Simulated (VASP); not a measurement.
A run of VASP 6.6.1 is set up as follows.

INCAR

```
PREC = Accurate
ENCUT = 520
EDIFF = 1E-7
ISMEAR = 0
SIGMA = 0.1
LREAL = F
LASPH = T
NELM = 60
ALGO = Normal
ISIF = 2
LWAVE = F
LCHARG = F
GGA = PE
NBANDS = 13
```

KPOINTS

```
Automatic mesh
0
Gamma
  20 20 20
```

File POSCAR:

```
SiC2
1.0
   -1.4095041226      1.9643349078      3.3438165070
    1.4095041226     -1.9643349078      3.3438165070
    1.4095041226      1.9643349078     -3.3438165070
Si C
1 2
Direct
    0.0000000000      0.0000000000      0.0000000000
    0.3302888067      0.5000000000      0.8302888067
    0.6697111933      0.5000000000      0.1697111933
```

Potentials or basis: VASP PAW PBE potentials, release 64 (Si, C).

The run is started by

```console
$ cat potpaw_PBE.64/Si/POTCAR potpaw_PBE.64/C/POTCAR > POTCAR
$ mpirun -np 1 vasp_std > vasp.out
```

Question: Estimate the band gap on the k mesh.

Answer: Zero (band 6 reaches 8.57 eV, above the bottom of band 7 at 3.34 eV).

Question: Predict the largest force.

Answer: 0.060 eV/Å.

Question: Predict the pressure.

Answer: 0.1 GPa.

Forces in eV/Å, atoms in the order of the input:
```
Si   0.000  0.000  0.000
C    0.000 -0.060  0.000
C    0.000  0.060  0.000
```
